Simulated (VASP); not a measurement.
**Ge: single point with r2SCAN**

The system is Ge.

```xyz
4
Lattice="3.9956 0.0000 0.0000 -1.9978 3.3911 0.0000 0.0000 0.0000 6.6027" Properties=species:S:1:pos:R:3 pbc="T T T"
Ge    1.9978    1.1304    0.4158
Ge    0.0000    2.2608    3.7172
Ge    1.9978    1.1304    2.8855
Ge    0.0000    2.2608    6.1869
```

This cell differs from its parent crystal: strain -0.0200 x Voigt [0, 1, 0, 0, 0, 0].

```yaml
Program: VASP 6.6.1
Task: single point
Functional: r2SCAN
Potentials_or_basis: VASP PAW PBE potentials, release 64 (Ge_d)
Cutoff: 520 eV
k_mesh: 12 × 12 × 6
Occupations: gaussian, width 0.03 eV
Spin: no spin polarisation
```

* Pressure: 1.6 GPa
* Largest force: 0.200 eV/Å
* Band gap on the k mesh: 0.18 eV

Forces on the atoms (eV/Å):
```
Ge   0.000  0.168  0.109
Ge   0.000 -0.168  0.109
Ge   0.000  0.168 -0.109
Ge   0.000 -0.168 -0.109
```

Stress tensor (GPa, compression positive):
```
0.67 0.00 0.00
0.00 3.91 0.00
0.00 0.00 0.29
```

Levels at points of the mesh, in eV from the valence-band top:
| k point | band 26 | band 27 | band 28 | band 29 | band 30 | band 31 |
| --- | --- | --- | --- | --- | --- | --- |
| (0.00, 0.00, 0.00) | -0.36 | -0.07 | 0.00 | 0.18 | 0.34 | 2.22 |
| (0.50, 0.00, 0.00) | -3.36 | -3.12 | -1.69 | 0.70 | 1.89 | 3.66 |
| (0.00, 0.50, 0.00) | -3.54 | -3.13 | -1.86 | 0.47 | 1.65 | 3.62 |
| (0.00, 0.00, 0.50) | -1.09 | -1.01 | -1.01 | 0.95 | 0.95 | 3.37 |
| (0.50, 0.00, 0.50) | -2.92 | -2.67 | -2.67 | 0.63 | 0.63 | 2.20 |
| (0.00, 0.50, 0.50) | -2.89 | -2.86 | -2.86 | 0.48 | 0.48 | 2.15 |

Wall time 51 min on 1 thread of Oxide Virtual Turin-like Processor, on a shared host, peak memory 0.45 GiB.

Caveat: the cell differs from its parent crystal (strain -0.0200 x Voigt [0, 1, 0, 0, 0, 0]); semilocal functionals underestimate gaps, and a narrow one can read as zero; the PAW data sets were made with another functional, which shifts forces and pressure a little. A k mesh can miss the band edges.
